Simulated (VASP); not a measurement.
Wanted: the native input for a VASP 6.6.1 run.

```yaml
Task: single point
Functional: LDA
Potentials_or_basis: VASP PAW LDA potentials, release 64 (Cs_sv, O)
Cutoff: 520 eV
k_mesh: 6 × 6 × 6
Occupations: fermi-dirac, width 0.03 eV
Spin: no spin polarisation
Dipole_correction: no
Further_INCAR_settings: ALGO = Normal; EDIFF = 1e-07; NBANDS = 23
```

The structure of CsO lies in POSCAR:

```
CsO
1.0
   -2.1668547950      3.2186837237      3.7788316351
    2.1668547950     -3.2186837237      3.7788316351
    2.1668547950      3.2186837237     -3.7788316351
Cs O
2 2
Direct
    0.2535603300      0.2535603300      0.0000000000
    0.7464396700      0.7464396700      0.0000000000
    0.6171968000      0.0000000000      0.6171968000
    0.3828032000      0.0000000000      0.3828032000
```

One way to write it, as run:

INCAR

```
ALGO     = Normal         # electronic algorithm
EDIFF    = 1E-7           # SCF threshold, eV
ENCUT    = 520            # plane-wave cutoff, eV
ISIF     = 2              # what is computed and relaxed
ISMEAR   = -1             # smearing method
LASPH    = True           # aspherical terms in the spheres
LCHARG   = False          # write CHGCAR
LREAL    = False          # projectors in reciprocal space
LWAVE    = False          # write WAVECAR
NBANDS   = 23             # bands
NELM     = 60             # most SCF steps
PREC     = Accurate       # precision mode
SIGMA    = 0.03           # smearing width, eV
```

KPOINTS

```
k-points
0
Gamma
  6 6 6
```

Potentials or basis: VASP PAW LDA potentials, release 64 (Cs_sv, O).

Launch:

```sh
$ cat potpaw_LDA.64/Cs_sv/POTCAR potpaw_LDA.64/O/POTCAR > POTCAR
$ mpirun -np 1 vasp_std > vasp.out
```

Results of the run:

The pressure is -3.1 GPa and the largest force is 0.533 eV/Å. The band gap on the k mesh is 1.60 eV (least direct gap 1.64 eV).

Caveat: the cell stands under tension; spin-orbit coupling is left out, which moves the levels of the heavy elements.

Wall time 3.4 min on 1 thread of Intel(R) Xeon(R) Platinum 8259CL CPU @ 2.50GHz (Skylake/Cascade Lake) (shared host), peak memory 0.25 GiB.
